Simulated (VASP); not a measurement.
# Sb2Se3 (P4mm) in VASP: relaxation of cell and atoms with PBE

Aim: the relaxation of cell and atoms of Sb2Se3 with PBE.

Program: VASP 6.6.1. These are calculated values, not measurements. Logs are shortened: lines on timing, memory, paths and dates and some standing lists are left out, and cuts for length are marked.

**1. The cell of the first run**

Symmetry: P4mm, No. 99, tetragonal system. Conventional cell: a = 4.474 Å, b = 4.474 Å, c = 6.589 Å, α = 90.00°, β = 90.00°, γ = 90.00°. Within 3.8 Å of Sb (site symmetry 4mm) lie 6 Se at 2.87 to 3.63 Å. Within 3.9 Å of Sb (site symmetry 4mm) lie 8 Se at 2.97 to 3.17 Å. Se (site symmetry 2mm) has 4 Sb at 2.87 to 2.97 Å and 6 Se at 2.89 to 3.16 Å within 3.8 Å. Se (site symmetry 4mm) has 4 Se at 2.89 Å and 6 Sb at 2.96 to 3.63 Å within 3.8 Å.

The cell was generated, and may not be a known phase.

**2. Relaxation of cell and atoms, PBE**

INCAR reads:

```
ALGO = Normal
EDIFF = 1E-7
EDIFFG = -0.08
ENCUT = 500
GGA = PE
GGA_COMPAT = F
IBRION = 2
ISIF = 3
ISMEAR = 0
LASPH = T
LCHARG = F
LREAL = F
LWAVE = F
NELM = 120
NELMIN = 4
NSW = 36
PREC = Accurate
SIGMA = 0.15
```

KPOINTS reads:

```
k-points
0
Gamma
  3 3 2
```

POSCAR reads:

```
Sb2Se3
1.0
    4.4735136600      0.0000000000      0.0000000000
    0.0000000000      4.4735136600      0.0000000000
    0.0000000000      0.0000000000      6.5889435900
Sb Se
2 3
Direct
    0.0000000000      0.0000000000      0.7211286400
    0.5000000000      0.5000000000      0.2898103300
    0.5000000000      0.0000000000      0.9934612500
    0.0000000000      0.5000000000      0.9934612500
    0.0000000000      0.0000000000      0.2721384500
```

Potentials or basis: VASP PAW PBE potentials, release 64 (Sb, Se).

Started as:

```sh
$ cat potpaw_PBE.64/Sb/POTCAR potpaw_PBE.64/Se/POTCAR > POTCAR
$ mpirun -np 1 vasp_std > vasp.out
```

OUTCAR:

```text
EDIFF = 1E-7
   EDIFFG = -0.08
   ENCUT = 500
   GGA = PE
   IBRION = 2
   ISIF = 3
   ISMEAR = 0
   LASPH = T
   LREAL = F
   NELM = 120
   NELMIN = 4
   NSW = 36
   PREC = Accurate

 ion  position               nearest neighbor table
   1  0.000  0.000  0.721-   3 2.87   4 2.87   4 2.87   3 2.87   5 2.96
   2  0.500  0.500  0.290-   3 2.97   4 2.97   3 2.97   4 2.97   5 3.17   5 3.17   5 3.17   5 3.17

   3  0.500  0.000  0.993-   1 2.87   1 2.87   2 2.97   2 2.97
   4  0.000  0.500  0.993-   1 2.87   1 2.87   2 2.97   2 2.97
   5  0.000  0.000  0.272-   1 2.96   2 3.17   2 3.17   2 3.17   2 3.17

  LATTYP: Found a simple tetragonal cell.
 ALAT       =     4.4735136600
 C/A-ratio  =     1.4728788355

  Lattice vectors:

 A1 = (   4.4735136600,   0.0000000000,   0.0000000000)
 A2 = (   0.0000000000,   4.4735136600,   0.0000000000)
 A3 = (   0.0000000000,   0.0000000000,   6.5889435900)

Analysis of symmetry for initial positions (statically):
=====================================================================
 Subroutine PRICEL returns:
 Original cell was already a primitive cell.

 Routine SETGRP: Setting up the symmetry group for a
 simple tetragonal supercell.

 Subroutine GETGRP returns: Found  8 space group operations
 (whereof  8 operations were pure point group operations)
 out of a pool of 16 trial point group operations.

The static configuration has the point symmetry C_4v.

Analysis of symmetry for dynamics (positions and initial velocities):
=====================================================================
 Subroutine PRICEL returns:
 Original cell was already a primitive cell.

 Routine SETGRP: Setting up the symmetry group for a
 simple tetragonal supercell.

 Subroutine GETGRP returns: Found  8 space group operations
 (whereof  8 operations were pure point group operations)
 out of a pool of 16 trial point group operations.

The dynamic configuration has the point symmetry C_4v.

 Subroutine INISYM returns: Found  8 space group operations
 (whereof  8 operations are pure point group operations),
 and found     1 'primitive' translations

----------------------------------------------------------------------------------------

                                     Primitive cell

  volume of cell :     131.8601

  direct lattice vectors                    reciprocal lattice vectors
     4.473513660  0.000000000  0.000000000     0.223537934  0.000000000  0.000000000
     0.000000000  4.473513660  0.000000000     0.000000000  0.223537934  0.000000000
     0.000000000  0.000000000  6.588943590     0.000000000  0.000000000  0.151769398

  length of vectors
     4.473513660  4.473513660  6.588943590     0.223537934  0.223537934  0.151769398

  position of ions in fractional coordinates (direct lattice)
     0.000000000  0.000000000  0.721128640
     0.500000000  0.500000000  0.289810330
     0.500000000  0.000000000  0.993461250
     0.000000000  0.500000000  0.993461250
     0.000000000  0.000000000  0.272138450

  ion indices of the primitive-cell ions
   primitive index   ion index
                 1           1
                 2           2
                 3           3
                 4           4
                 5           5

----------------------------------------------------------------------------------------

 KPOINTS: k-points

Automatic generation of k-mesh.
 Grid dimensions read from file:
 generate k-points for:    3    3    2

 Generating k-lattice:

  Cartesian coordinates                     Fractional coordinates (reciprocal lattice)
     0.074512645  0.000000000  0.000000000     0.333333333  0.000000000  0.000000000
     0.000000000  0.074512645  0.000000000     0.000000000  0.333333333  0.000000000
     0.000000000  0.000000000  0.075884699     0.000000000  0.000000000  0.500000000

  Length of vectors
     0.074512645  0.074512645  0.075884699

  Shift w.r.t. Gamma in fractional coordinates (k-lattice)
     0.000000000  0.000000000  0.000000000

 Subroutine IBZKPT returns following result:
 ===========================================

 Found      6 irreducible k-points:

 Following reciprocal coordinates:
            Coordinates               Weight
  0.000000  0.000000  0.000000      1.000000
  0.333333  0.000000  0.000000      4.000000
  0.333333  0.333333  0.000000      4.000000
  0.000000  0.000000  0.500000      1.000000
  0.333333  0.000000  0.500000      4.000000
  0.333333  0.333333  0.500000      4.000000
   k-points           NKPTS =      6   k-points in BZ     NKDIM =      6   number of bands    NBANDS=     18
   number of dos      NEDOS =    301   number of ions     NIONS =      5
   total plane-waves  NPLWV =  62208
   dimension x,y,z NGX =    36 NGY =   36 NGZ =   48
   dimension x,y,z NGXF=    72 NGYF=   72 NGZF=   96
   ions per type =               2   3
   NGX,Y,Z   is equivalent  to a cutoff of  13.38, 13.38, 12.11 a.u.
   NGXF,Y,Z  is equivalent  to a cutoff of  26.76, 26.76, 24.22 a.u.
 SYSTEM =  unknown system
   PREC   = accura    normal or accurate (medium, high low for compatibility)
   ISTART =      0    job   : 0-new  1-cont  2-samecut
   ICHARG =      2    charge: 1-file 2-atom 10-const
   ISPIN  =      1    spin polarized calculation?
   LNONCOLLINEAR =      F non collinear calculations
   LSORBIT =      F    spin-orbit coupling
   LASPH  =      T    aspherical Exc in radial PAW
   ENCUT  =  500.0 eV  36.75 Ry    6.06 a.u.   8.16  8.16 12.01*2*pi/ulx,y,z
   NELM   =    120;   NELMIN=  4; NELMDL= -5     # of ELM steps
   EDIFF  = 0.1E-06   stopping-criterion for ELM
   LREAL  =      F    real-space projection
   EDIFFG = -.8E-01   stopping-criterion for IOM
   NSW    =     36    number of steps for IOM
   IBRION =      2    ionic relax: 0-MD 1-quasi-New 2-CG
   NFREE  =      1    steps in history (QN), initial steepest desc. (CG)
   ISIF   =      3    stress and relaxation
   ISYM   =      2    0-nonsym 1-usesym 2-fastsym
   POTIM  = 0.5000    time-step for ionic-motion
   TEBEG  =    0.0;   TEEND  =   0.0 temperature during run
   PSTRESS=    0.0 pullay stress
   NELECT =      28.0000    total number of electrons
   NUPDOWN=      -1.0000    fix difference up-down
   EMIN   =  10.00;   EMAX   =-10.00  energy-range for DOS
   EFERMI =   0.00;   METHOD = LEGACY
   ISMEAR =     0;   SIGMA  =   0.15  broadening in eV -4-tet -1-fermi 0-gaus
   EFERMI_NEDOS =   21; number of points for ismear=-14 and -15
   IALGO  =     38    algorithm
   IMIX   =      4    mixing-type and parameters
     AMIX     =   0.40;   BMIX     =  1.00
     AMIX_MAG =   1.60;   BMIX_MAG =  1.00
  volume/ion in A,a.u.               =      26.37       177.97
  Fermi-wavevector in a.u.,A,eV,Ry     =   0.976689  1.845675 12.978895  0.953922
  Thomas-Fermi vector in A             =   2.107328
   LORBIT       =      0    0 simple, 1 ext, 2 COOP (PROOUT), +10 PAW based schemes
   GGA     = PE    functional components
   LHFCALC =     F    Hartree Fock is set to
   AEXX    =    0.0000 exact exchange contribution
   IVDW    =     0    specifies the selected vdW correction
   LEPSILON=     F    determine dielectric tensor
   LRPA    =     F    only Hartree local field effects (RPA)
 conjugate gradient relaxation of ions
 non-spin polarized calculation
 Gauss-broadening in eV      SIGMA  =   0.15
  energy-cutoff  :      500.00
  volume of cell :      131.86
 maximum number of plane-waves:      3370
 NGX is ok and might be reduce to    36
   NGX = 17   NGY = 17   NGZ = 25

--------------------------------------- Ionic step        1  -------------------------------------------

 number of electron      27.9999999 magnetization

 Free energy of the ion-electron system (eV)
  ---------------------------------------------------
  ext. energy  EPLUGINS =         0.00000000
  ---------------------------------------------------
  free energy    TOTEN  =       -16.49592803 eV

  energy without entropy =      -16.42807364  energy(sigma->0) =      -16.46200083

 E-fermi :   5.8694     XC(G=0):  -9.5086

 val. band max:        5.8506796051   @ k =   0.3333   0.3333   0.5000
 cond. band min:       6.1081981561   @ k =   0.3333   0.3333   0.0000
 fundamental gap:      0.2575185510
 Fermi energy:         5.8693867128

 k-point     1 :       0.0000    0.0000    0.0000
  band No.  band energies     occupation
      1     -10.0380      2.00000
      2      -7.0234      2.00000
      3      -6.4053      2.00000
      4      -3.9895      2.00000
      5      -2.7333      2.00000
      6      -0.2333      2.00000
[... 10 lines left out ...]
     17       6.3496      0.00001
     18       7.8203      0.00000
[... 203 lines left out ...]
 POSITION                                       TOTAL-FORCE (eV/Angst)
 -----------------------------------------------------------------------------------
      0.00000      0.00000      4.80669        -0.000000      0.000000      1.354058
      2.41529      2.41529      1.88791        -0.000000     -0.000000     -2.147108
      2.41529      0.00000      6.56551        -0.000000      0.000000      0.054396
      0.00000      2.41529      6.56551         0.000000      0.000000      0.054396
      0.00000      0.00000      1.88149        -0.000000      0.000000      0.684258
 -----------------------------------------------------------------------------------
    total drift:                                0.000000      0.000000     -0.000409

  FREE ENERGIE OF THE ION-ELECTRON SYSTEM (eV)
  ---------------------------------------------------
  free  energy   TOTEN  =       -17.0201454425 eV

  energy  without entropy=      -16.9837532151  energy(sigma->0) =      -17.00194933

[... ionic steps 4 to 25 ...]

--------------------------------------- Ionic step       26  -------------------------------------------

 number of electron      28.0000000 magnetization

------------------------ aborting loop because EDIFF is reached ----------------------------------------

  FORCE on cell =-STRESS in cart. coord.  units (eV):
  Direction    XX          YY          ZZ          XY          YZ          ZX
  --------------------------------------------------------------------------------------
  -------------------------------------------------------------------------------------
  Total       -0.0411341     -0.0411341      0.2531176      0.0000000      0.0000000      0.0000000
  in kB       -0.3778721     -0.3778721      2.3252254      0.0000000      0.0000000      0.0000000
  external PRESSURE =       0.5231604 kB  Pullay stress =       0.0000000 kB

 VOLUME and BASIS-vectors are now :
 -----------------------------------------------------------------------------
  energy-cutoff  :      500.00
  volume of cell :      174.41
      direct lattice vectors                 reciprocal lattice vectors
     5.220193909 -0.000000000 -0.000000000     0.191563765 -0.000000000  0.000000000
    -0.000000000  5.220193909  0.000000000    -0.000000000  0.191563765 -0.000000000
    -0.000000000  0.000000000  6.400214693     0.000000000 -0.000000000  0.156244759
[... 40 lines left out ...]
 POSITION                                       TOTAL-FORCE (eV/Angst)
 -----------------------------------------------------------------------------------
     -0.00000      0.00000      5.06344        -0.000000      0.000000      0.245183
      2.61641      2.61641      0.96270         0.000000     -0.000000     -0.078233
      2.61641      0.00000      6.11659         0.000000     -0.000000     -0.016037
     -0.00000      2.61641      6.11659         0.000000     -0.000000     -0.016037
     -0.00000      0.00000      2.61488         0.000000     -0.000000     -0.134877
 -----------------------------------------------------------------------------------
    total drift:                               -0.000000     -0.000000      0.000128

  FREE ENERGIE OF THE ION-ELECTRON SYSTEM (eV)
  ---------------------------------------------------
  free  energy   TOTEN  =       -18.5647406495 eV

  energy  without entropy=      -18.5428953253  energy(sigma->0) =      -18.55381799

--------------------------------------- Ionic step       28  -------------------------------------------

 number of electron      28.0000002 magnetization

 Free energy of the ion-electron system (eV)
  ---------------------------------------------------
  ext. energy  EPLUGINS =         0.00000000
  ---------------------------------------------------
  free energy    TOTEN  =       -18.56730249 eV

  energy without entropy =      -18.54608076  energy(sigma->0) =      -18.55669163

 E-fermi :   2.7475     XC(G=0):  -8.0181

 val. band max:        2.4509936270   @ k =   0.3333   0.3333   0.5000
 cond. band min:       2.7512320491   @ k =   0.3333   0.3333   0.0000
 fundamental gap:      0.3002384221
 Fermi energy:         2.7474546887

 k-point     1 :       0.0000    0.0000    0.0000
  band No.  band energies     occupation
      1     -11.5856      2.00000
      2      -9.7967      2.00000
      3      -9.3284      2.00000
      4      -6.4723      2.00000
      5      -4.3339      2.00000
      6      -2.7384      2.00000
[... 10 lines left out ...]
     17       4.1510      0.00000
     18       6.5486      0.00000
[... 125 lines left out ...]
 POSITION                                       TOTAL-FORCE (eV/Angst)
 -----------------------------------------------------------------------------------
     -0.00000      5.23734      5.08341         0.000000     -0.000000     -0.006658
      2.61867      2.61867      0.95880         0.000000     -0.000000     -0.058300
      2.61867      0.00000      6.10659         0.000000     -0.000000     -0.004767
     -0.00000      2.61867      6.10659         0.000000     -0.000000     -0.004767
     -0.00000      5.23734      2.61398        -0.000000      0.000000      0.074491
 -----------------------------------------------------------------------------------
    total drift:                                0.000000      0.000000      0.000026

  FREE ENERGIE OF THE ION-ELECTRON SYSTEM (eV)
  ---------------------------------------------------
  free  energy   TOTEN  =       -18.5673024936 eV

  energy  without entropy=      -18.5460807622  energy(sigma->0) =      -18.55669163

 reached required accuracy - stopping structural energy minimisation
```

Wall time 5.7 min (1 thread of Intel Xeon Platinum 8559C (Emerald Rapids), shared host); peak memory 0.24 GiB.

What came out:

| Property | Result |
| --- | --- |
| Free energy | -18.5673 eV |
| Relaxed volume | 35.01 Å³/atom |
| Relaxed cell | a = 5.237 Å, b = 5.237 Å, c = 6.382 Å, α = 90.00°, β = 90.00°, γ = 90.00° |
| Space group after relaxing (to 0.1 Å) | P4mm (No. 99) |
| Energy gained by relaxing | 414.3 meV/atom |
| Ionic steps | 28 |
| Pressure after relaxing | -0.2 GPa |
| Largest force after relaxing | 0.074 eV/Å |
| Band gap on the k mesh | zero (bands 14 and 15 overlap by 0.69 eV) |

Forces in eV/Å, atoms in the order of the input:
```
Sb   0.000  0.000 -0.007
Sb   0.000  0.000 -0.058
Se   0.000  0.000 -0.005
Se   0.000  0.000 -0.005
Se   0.000  0.000  0.074
```

The path:
```tsv
step	energy change (eV)	largest force (eV/Å)	pressure (GPa)	volume (Å³)
1	0.0000	1.0636	4.83	131.86
2	-0.4774	1.9544	-1.29	147.51
3	-0.5242	2.1471	-3.20	154.90
4	-0.8022	2.1103	-3.68	158.35
5	-1.0242	2.0357	-3.90	163.17
6	-1.0585	1.9844	-3.87	164.95
7	-1.3486	1.5832	-1.55	156.06
8	-1.4479	1.0424	1.57	147.55
9	-1.5554	0.7904	1.55	148.46
10	-1.7181	0.5709	1.93	151.07
11	-1.7860	0.6865	-0.48	159.50
12	-1.7863	0.6938	-0.63	160.08
13	-1.8252	0.6090	-0.50	160.55
14	-1.9015	0.3489	0.03	161.95
15	-1.8318	0.8779	1.61	164.66
16	-1.9174	0.3883	0.38	162.60
17	-1.9558	0.4584	0.08	166.63
18	-1.9648	0.7142	-0.02	169.51
19	-1.9844	0.7419	-0.15	171.67
20	-2.0074	0.8179	-0.40	176.41
21	-2.0351	0.2261	-0.33	175.65
22	-2.0371	0.2453	-0.27	175.38
23	-2.0459	0.1514	0.12	173.82
24	-2.0490	0.1448	0.54	172.27
25	-2.0565	0.1364	0.41	172.81
26	-2.0683	0.2202	0.05	174.41
27	-2.0688	0.2452	-0.04	174.80
28	-2.0714	0.0745	-0.18	175.06
```

Final structure:
```cif
data_structure
_symmetry_space_group_name_H-M 'P 1'
_symmetry_Int_Tables_number 1
_cell_length_a 5.2373
_cell_length_b 5.2373
_cell_length_c 6.3821
_cell_angle_alpha 90.000
_cell_angle_beta 90.000
_cell_angle_gamma 90.000
_cell_volume 175.06
loop_
_atom_site_label
_atom_site_type_symbol
_atom_site_fract_x
_atom_site_fract_y
_atom_site_fract_z
_atom_site_occupancy
Sb1 Sb 0.00000 0.00000 0.79651 1
Sb2 Sb 0.50000 0.50000 0.15023 1
Se1 Se 0.50000 0.00000 0.95684 1
Se2 Se 0.00000 0.50000 0.95684 1
Se3 Se 0.00000 0.00000 0.40958 1
```

Caveat: the k points lie up to 0.49 Å⁻¹ apart in the final cell, too coarse for converged energies and pressures of a metal; the volume moved by over 15 % at a fixed basis, so the end points are rough; spin-orbit coupling is left out, which moves the levels of the heavy elements; the relaxation stopped at a loose force limit of 0.08 eV/Å, so its end isn't a converged minimum.

The gap in the log of VASP goes by the Fermi energy; the results here count the filled bands.